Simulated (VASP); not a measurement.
# MnO (Fm-3m) in VASP: further runs

The runs below take MnO through single point, with LDA+U.

Everything below comes from runs of VASP 6.6.1. Logs are shortened: lines on timing, memory, paths and dates and some standing lists are left out, and cuts for length are marked.

## Step 1: The cell of the first run

The structure is cubic, space group Fm-3m (No. 225). Conventional cell: a = 4.444 Å, b = 4.444 Å, c = 4.444 Å, α = 90.00°, β = 90.00°, γ = 90.00°. Within 2.9 Å of Mn (site symmetry m-3m) lie 6 O at 2.22 Å. O (site symmetry m-3m) has 6 Mn at 2.22 Å within 2.9 Å.

## Step 2: Single point, LDA+U, collinear spin, ferromagnetic start

INCAR

```
ALGO     = Normal         # electronic algorithm
EDIFF    = 1E-6           # SCF threshold, eV
ENCUT    = 1340           # plane-wave cutoff, eV
GGA_COMPAT= False        
ISIF     = 2              # what is computed and relaxed
ISMEAR   = 0              # smearing method
ISPIN    = 2              # spin polarisation
LASPH    = True           # aspherical terms in the spheres
LCHARG   = False          # write CHGCAR
LDAU     = True           # DFT+U
LDAUJ    = 0 0          
LDAUL    = 2 -1           # shell
LDAUPRINT= 1            
LDAUTYPE = 2            
LDAUU    = 6 0            # U, eV
LMAXMIX  = 4              # l up to which the mixer works
LORBIT   = 11             # projections on sites
LREAL    = False          # projectors in reciprocal space
LWAVE    = False          # write WAVECAR
MAGMOM   = 4.47 -0.02     # initial moments
NBANDS   = 22             # bands
NELM     = 200            # most SCF steps
NUPDOWN  = 4.5            # fixed moment
PREC     = Accurate       # precision mode
SIGMA    = 0.05           # smearing width, eV
```

KPOINTS

```
k-points
0
Gamma
  7 7 7
```

POSCAR

```
MnO
1.0
    0.0000000000      2.2220003300      2.2220003300
    2.2220003300      0.0000000000      2.2220003300
    2.2220003300      2.2220003300      0.0000000000
Mn O
1 1
Direct
    0.0000000000      0.0000000000      0.0000000000
    0.5000000000      0.5000000000      0.5000000000
```

Potentials or basis: VASP PAW LDA potentials, release 64 (Mn_sv, O_h).

Run with:

```console
$ cat potpaw_LDA.64/Mn_sv/POTCAR potpaw_LDA.64/O_h/POTCAR > POTCAR
$ mpirun -np 1 vasp_std > vasp.out
```

OUTCAR:

```text
EDIFF = 1E-6
   ENCUT = 1340
   ISIF = 2
   ISMEAR = 0
   ISPIN = 2
   LASPH = True
   LORBIT = 11
   LREAL = False
   NELM = 200
   NUPDOWN = 4.5
   PREC = Accurate

 ion  position               nearest neighbor table
   1  0.000  0.000  0.000-
   2  0.500  0.500  0.500-

  LATTYP: Found a face centered cubic cell.
 ALAT       =     4.4440006600

  Lattice vectors:

 A1 = (   0.0000000000,   2.2220003300,   2.2220003300)
 A2 = (   2.2220003300,   0.0000000000,   2.2220003300)
 A3 = (   2.2220003300,   2.2220003300,   0.0000000000)

Analysis of symmetry for initial positions (statically):
=====================================================================
 Subroutine PRICEL returns:
 Original cell was already a primitive cell.

 Routine SETGRP: Setting up the symmetry group for a
 face centered cubic supercell.

 Subroutine GETGRP returns: Found 48 space group operations
 (whereof 48 operations were pure point group operations)
 out of a pool of 48 trial point group operations.

The static configuration has the point symmetry O_h .

Analysis of symmetry for dynamics (positions and initial velocities):
=====================================================================
 Subroutine PRICEL returns:
 Original cell was already a primitive cell.

 Routine SETGRP: Setting up the symmetry group for a
 face centered cubic supercell.

 Subroutine GETGRP returns: Found 48 space group operations
 (whereof 48 operations were pure point group operations)
 out of a pool of 48 trial point group operations.

The dynamic configuration has the point symmetry O_h .

Analysis of structural, dynamic, and magnetic symmetry:
=====================================================================
 Subroutine PRICEL returns:
 Original cell was already a primitive cell.

 Routine SETGRP: Setting up the symmetry group for a
 face centered cubic supercell.

 Subroutine GETGRP returns: Found 48 space group operations
 (whereof 48 operations were pure point group operations)
 out of a pool of 48 trial point group operations.

The overall configuration has the point symmetry O_h .

 Subroutine INISYM returns: Found 48 space group operations
[... 161 lines left out ...]
  o =  0.0519  v =  0.0000  0.0000  0.0000  0.0000  0.0000  0.0015  0.8826 -0.0000  0.4701  0.0000      0.0000  0.0000  0.0000  0.0000  0.0000  0.0000  0.0000  0.0000  0.0000  0.0000
  o =  0.8956  v =  0.0000  0.0000 -0.1531  0.0000 -0.9882  0.0000  0.0000  0.0000  0.0000  0.0000      0.0000  0.0000  0.0000  0.0000  0.0000  0.0000  0.0000  0.0000  0.0000  0.0000
  o =  0.8956  v =  0.0000 -0.0000 -0.9882 -0.0000  0.1531  0.0000  0.0000  0.0000  0.0000  0.0000      0.0000  0.0000  0.0000  0.0000  0.0000  0.0000  0.0000  0.0000  0.0000  0.0000
  o =  0.9226  v =  1.0000  0.0000  0.0000  0.0000  0.0000  0.0000  0.0000  0.0000  0.0000  0.0000      0.0000  0.0000  0.0000  0.0000  0.0000  0.0000  0.0000  0.0000  0.0000  0.0000
  o =  0.9226  v =  0.0000 -0.9058  0.0000  0.4237 -0.0000  0.0000  0.0000  0.0000  0.0000  0.0000      0.0000  0.0000  0.0000  0.0000  0.0000  0.0000  0.0000  0.0000  0.0000  0.0000
  o =  0.9226  v =  0.0000 -0.4237  0.0000 -0.9058 -0.0000  0.0000  0.0000  0.0000  0.0000  0.0000      0.0000  0.0000  0.0000  0.0000  0.0000  0.0000  0.0000  0.0000  0.0000  0.0000

 number of electron      21.0000003 magnetization       4.5000038

 Free energy of the ion-electron system (eV)
  ---------------------------------------------------
  ext. energy  EPLUGINS =         0.00000000
  ---------------------------------------------------
  free energy    TOTEN  =       -15.22997941 eV

  energy without entropy =      -15.22843316  energy(sigma->0) =      -15.22920629

 E-fermi :  10.9480     XC(G=0): -12.4462

 val. band max:       10.9192660910   @ k =   0.1429   0.1429   0.0000
 cond. band min:       8.1059257048   @ k =  -0.2857   0.2857   0.0000
 fundamental gap:     -2.8133403862
 Fermi energy:         7.7223485131

 spin component 1

 k-point     1 :       0.0000    0.0000    0.0000
  band No.  band energies     occupation
      1     -71.3335      1.00000
      2     -40.5419      1.00000
      3     -40.5419      1.00000
      4     -40.5419      1.00000
      5     -10.6150      1.00000
      6       3.9815      1.00000
[... 489 lines left out ...]
     21      35.3592      0.00000
     22      35.5432      0.00000
 Fermi energy:        10.9479838672

 spin component 2

 k-point     1 :       0.0000    0.0000    0.0000
  band No.  band energies     occupation
      1     -66.8833      1.00000
      2     -36.2026      1.00000
      3     -36.2026      1.00000
      4     -36.2026      1.00000
      5     -10.4424      1.00000
      6       5.7364      1.00000
[... 489 lines left out ...]
     21      36.5999      0.00000
     22      37.6809      0.00000

------------------------ aborting loop because EDIFF is reached ----------------------------------------

  FORCE on cell =-STRESS in cart. coord.  units (eV):
  Direction    XX          YY          ZZ          XY          YZ          ZX
  --------------------------------------------------------------------------------------
  -------------------------------------------------------------------------------------
  Total       -1.6739555     -1.6739555     -1.6739555     -0.0000000     -0.0000000      0.0000000
  in kB     -122.2340338   -122.2340338   -122.2340338     -0.0000000     -0.0000000      0.0000000
  external PRESSURE =    -122.2340338 kB  Pullay stress =       0.0000000 kB

 VOLUME and BASIS-vectors are now :
 -----------------------------------------------------------------------------
  energy-cutoff  :     1340.00
  volume of cell :       21.94
      direct lattice vectors                 reciprocal lattice vectors
     0.000000000  2.222000330  2.222000330    -0.225022469  0.225022469  0.225022469
     2.222000330  0.000000000  2.222000330     0.225022469 -0.225022469  0.225022469
     2.222000330  2.222000330  0.000000000     0.225022469  0.225022469 -0.225022469

 POSITION                                       TOTAL-FORCE (eV/Angst)
 -----------------------------------------------------------------------------------
      0.00000      0.00000      0.00000         0.000000      0.000000      0.000000
      2.22200      2.22200      2.22200         0.000000      0.000000      0.000000
 -----------------------------------------------------------------------------------
    total drift:                                0.000000     -0.000000     -0.000000

  FREE ENERGIE OF THE ION-ELECTRON SYSTEM (eV)
  ---------------------------------------------------
  free  energy   TOTEN  =       -15.2299794144 eV

  energy  without entropy=      -15.2284331617  energy(sigma->0) =      -15.22920629

 total charge

# of ion       s       p       d       tot
------------------------------------------
    1        2.123   6.011   4.781  12.915
    2        1.037   2.282   0.000   3.318
--------------------------------------------------
tot          3.159   8.292   4.781  16.233

 magnetization (x)

# of ion       s       p       d       tot
------------------------------------------
    1        0.013   0.012   4.291   4.316
    2        0.012   0.005   0.000   0.016
--------------------------------------------------
tot          0.024   0.017   4.291   4.332
```

OSZICAR:

```text
N       E                     dE             d eps       ncg     rms          rms(c)
DAV:   1     0.427546489194E+03    0.42755E+03   -0.17936E+04  1776   0.222E+03
DAV:   2     0.226454854143E+02   -0.40490E+03   -0.37659E+03  1802   0.575E+02
DAV:   3    -0.130055032146E+02   -0.35651E+02   -0.33987E+02  2306   0.184E+02
DAV:   4    -0.151985762038E+02   -0.21931E+01   -0.21562E+01  2934   0.391E+01
DAV:   5    -0.152496931867E+02   -0.51117E-01   -0.51109E-01  2224   0.497E+00    0.132E+01
DAV:   6    -0.149973744552E+02    0.25232E+00   -0.10946E+01  2642   0.408E+01    0.137E+01
DAV:   7    -0.152474402177E+02   -0.25007E+00   -0.11396E+00  2650   0.190E+01    0.683E+00
DAV:   8    -0.152418073908E+02    0.56328E-02   -0.13437E-01  2236   0.368E+00    0.299E+00
DAV:   9    -0.152293546281E+02    0.12453E-01   -0.15833E-02  2726   0.165E+00    0.540E-01
DAV:  10    -0.152296712533E+02   -0.31663E-03   -0.17588E-03  2444   0.440E-01    0.224E-01
DAV:  11    -0.152299479716E+02   -0.27672E-03   -0.14901E-04  2492   0.133E-01    0.693E-02
DAV:  12    -0.152299766603E+02   -0.28689E-04   -0.14156E-05  2644   0.572E-02    0.272E-02
DAV:  13    -0.152299791266E+02   -0.24663E-05   -0.30739E-06  2120   0.270E-02    0.756E-03
DAV:  14    -0.152299794144E+02   -0.28777E-06   -0.24858E-07  1294   0.761E-03
   1 F= -.15229979E+02 E0= -.15229206E+02  d E =-.154625E-02  mag=     4.5000
```

stdout:

```text
POSCAR found type information on POSCAR MnO
 POSCAR found :  2 types and       2 ions
 scaLAPACK will be used
 LDA part: xc-table for (Slater(with rela. corr.)+CA(PZ))
 , standard interpolation
 POSCAR, INCAR and KPOINTS ok, starting setup
 FFT: planning ... GRIDC
 FFT: planning ... GRID_SOFT
 FFT: planning ... GRID
 WAVECAR not read
 entering main loop
```

Run time: 65 s. Hardware: 1 thread of Intel Xeon Platinum 8488C (Sapphire Rapids), shared host; peak memory 0.24 GiB.

Results:

```
Free energy                                           : -15.2300 eV
Pressure                                              : -12.2 GPa
Net moment                                            : 4.50 μB per cell
Site moments                                          : Mn +4.32; O +0.02 μB
Valence electrons inside the program's atomic spheres : Mn 12.91; O 3.32
```

Eigenvalues of the final occupation matrices:
```csv
site,spin,trace,eigenvalues
site 1 d,1,4.56,0.90 0.90 0.92 0.92 0.92
site 1 d,2,0.25,0.05 0.05 0.05 0.05 0.05
```

Caveat: the cell stands under tension; the total moment is fixed, so each spin has its own Fermi level and the state may be an excited one; a cell with one magnetic atom can't hold antiferromagnetic order, which such compounds often take. The state reached can hang on the start; a lower one may exist.

## Step 3: Single point, LDA+U, non-collinear spin, twin_end start, moments held on the sites

INCAR

```
PREC = Accurate
ENCUT = 600
EDIFF = 1E-6
ISMEAR = 0
SIGMA = 0.05
LREAL = F
LASPH = T
NELM = 200
ALGO = Normal
ISIF = 2
LWAVE = F
LCHARG = T
LNONCOLLINEAR = T
MAGMOM = 0 0 4.06 0 0 0.33
LORBIT = 11
I_CONSTRAINED_M = 2
LAMBDA = 10
M_CONSTR = 2.309 2.309 2.309 0 0 0
RWIGS = 1.39 0.66
ISYM = -1
AMIX = 0.2
BMIX = 1E-4
AMIX_MAG = 0.8
BMIX_MAG = 1E-4
LMAXMIX = 4
LDAU = T
LDAUTYPE = 2
LDAUL = 2 -1
LDAUU = 6 0
LDAUJ = 0 0
LDAUPRINT = 1
LVHAR = T
NBANDS = 31
GGA_COMPAT = F
```

KPOINTS

```
regular mesh
0
Gamma
  7 7 7
```

POSCAR is that of step 2.

Potentials or basis: VASP PAW LDA potentials, release 64 (Mn_pv, O).

Run with:

```console
$ cat potpaw_LDA.64/Mn_pv/POTCAR potpaw_LDA.64/O/POTCAR > POTCAR
$ mpirun -np 1 vasp_ncl > vasp.out
```

OUTCAR:

```text
PREC = Accurate
   ENCUT = 600
   EDIFF = 1E-6
   ISMEAR = 0
   LREAL = F
   LASPH = T
   NELM = 200
   ISIF = 2
   LNONCOLLINEAR = T
   LORBIT = 11
   ISYM = -1
   AMIX = 0.2
   AMIX_MAG = 0.8

 ion  position               nearest neighbor table
   1  0.000  0.000  0.000-   2 2.22   2 2.22   2 2.22   2 2.22   2 2.22   2 2.22
   2  0.500  0.500  0.500-   1 2.22   1 2.22   1 2.22   1 2.22   1 2.22   1 2.22

IMPORTANT INFORMATION: All symmetrisations will be switched off!
NOSYMM: (Re-)initialisation of all symmetry stuff for point group C_1.

----------------------------------------------------------------------------------------

                                     Primitive cell

  volume of cell :      21.9413

  direct lattice vectors                    reciprocal lattice vectors
     0.000000000  2.222000330  2.222000330    -0.225022469  0.225022469  0.225022469
     2.222000330  0.000000000  2.222000330     0.225022469 -0.225022469  0.225022469
     2.222000330  2.222000330  0.000000000     0.225022469  0.225022469 -0.225022469

  length of vectors
     3.142383002  3.142383002  3.142383002     0.389750349  0.389750349  0.389750349

  position of ions in fractional coordinates (direct lattice)
     0.000000000  0.000000000  0.000000000
     0.500000000  0.500000000  0.500000000

  ion indices of the primitive-cell ions
   primitive index   ion index
                 1           1
                 2           2

----------------------------------------------------------------------------------------

 KPOINTS: regular mesh

Automatic generation of k-mesh.
 Grid dimensions read from file:
 generate k-points for:    7    7    7

 Generating k-lattice:

  Cartesian coordinates                     Fractional coordinates (reciprocal lattice)
    -0.032146067  0.032146067  0.032146067     0.142857143  0.000000000  0.000000000
     0.032146067 -0.032146067  0.032146067     0.000000000  0.142857143  0.000000000
     0.032146067  0.032146067 -0.032146067     0.000000000  0.000000000  0.142857143

[... 160 lines left out ...]
 cond. band min:       6.1663652233   @ k =   0.0000   0.0000   0.0000
 fundamental gap:      1.0793299427
 Fermi energy:         5.4392837636

 k-point     1 :       0.0000    0.0000    0.0000
  band No.  band energies     occupation
      1     -47.3648      1.00000
      2     -47.3648      1.00000
      3     -47.3648      1.00000
      4     -30.5963      1.00000
      5     -30.5963      1.00000
      6     -30.5963      1.00000
[... 805 lines left out ...]
     30      19.4516      0.00000
     31      20.4868      0.00000

 [... further k-points ...]

------------------------ aborting loop because EDIFF is reached ----------------------------------------

  FORCE on cell =-STRESS in cart. coord.  units (eV):
  Direction    XX          YY          ZZ          XY          YZ          ZX
  --------------------------------------------------------------------------------------
  -------------------------------------------------------------------------------------
  Total        6.0271689      6.0271693      6.0272218     -0.0000042     -0.0000020      0.0000044
  in kB      440.1103600    440.1103891    440.1142236     -0.0003033     -0.0001453      0.0003195
  external PRESSURE =     440.1116575 kB  Pullay stress =       0.0000000 kB

 VOLUME and BASIS-vectors are now :
 -----------------------------------------------------------------------------
  energy-cutoff  :      600.00
  volume of cell :       21.94
      direct lattice vectors                 reciprocal lattice vectors
     0.000000000  2.222000330  2.222000330    -0.225022469  0.225022469  0.225022469
     2.222000330  0.000000000  2.222000330     0.225022469 -0.225022469  0.225022469
     2.222000330  2.222000330  0.000000000     0.225022469  0.225022469 -0.225022469

 POSITION                                       TOTAL-FORCE (eV/Angst)
 -----------------------------------------------------------------------------------
      0.00000      0.00000      0.00000        -0.000000     -0.000002     -0.000002
      2.22200      2.22200      2.22200         0.000000      0.000002      0.000002
 -----------------------------------------------------------------------------------
    total drift:                               -0.000000     -0.000004     -0.000005

  FREE ENERGIE OF THE ION-ELECTRON SYSTEM (eV)
  ---------------------------------------------------
  free  energy   TOTEN  =       -13.8501445128 eV

  energy  without entropy=      -13.8501445128  energy(sigma->0) =      -13.85014451

 total charge

# of ion       s       p       d       tot
------------------------------------------
    1        0.228   6.210   4.967  11.404
    2        1.537   3.467   0.000   5.004
--------------------------------------------------
tot          1.764   9.677   4.967  16.408

 magnetization (x)

# of ion       s       p       d       tot
------------------------------------------
    1        0.042   0.038   2.752   2.833
    2       -0.000  -0.076   0.000  -0.076
--------------------------------------------------
tot          0.042  -0.037   2.752   2.757

 magnetization (y)

# of ion       s       p       d       tot
------------------------------------------
    1        0.042   0.038   2.752   2.833
    2       -0.000  -0.076   0.000  -0.076
--------------------------------------------------
tot          0.042  -0.037   2.752   2.757

 magnetization (z)

# of ion       s       p       d       tot
------------------------------------------
    1        0.042   0.038   2.752   2.833
    2       -0.000  -0.076   0.000  -0.076
--------------------------------------------------
tot          0.042  -0.037   2.752   2.757
```

stdout:

```text
POSCAR found type information on POSCAR MnO
 POSCAR found :  2 types and       2 ions
 scaLAPACK will be used
 LDA part: xc-table for (Slater(with rela. corr.)+CA(PZ))
 , standard interpolation
 POSCAR, INCAR and KPOINTS ok, starting setup
 FFT: planning ... GRIDC
 FFT: planning ... GRID_SOFT
 FFT: planning ... GRID
 WAVECAR not read
 entering main loop
```

Wall time 21 min (1 thread of AMD EPYC 9R45 (Zen 5), shared host); peak memory 0.49 GiB.

What came out:

```yaml
Free_energy: -13.8501 eV
Band_gap_on_the_k_mesh: 1.08 eV (least direct gap 1.98 eV)
Net_moment: 5.00 μB per cell
Valence_electrons_inside_the_program's_atomic_spheres: Mn 11.40; O 5.00
```

Moments on the atoms (μB; x, y, z):
```
Mn   2.83  2.83  2.83
O   -0.08 -0.08 -0.08
```

Caveat: moments held by a penalty; an odd mesh through Γ misses points on the zone boundary, where band edges can lie; a cell with one magnetic atom can't hold antiferromagnetic order, which such compounds often take.
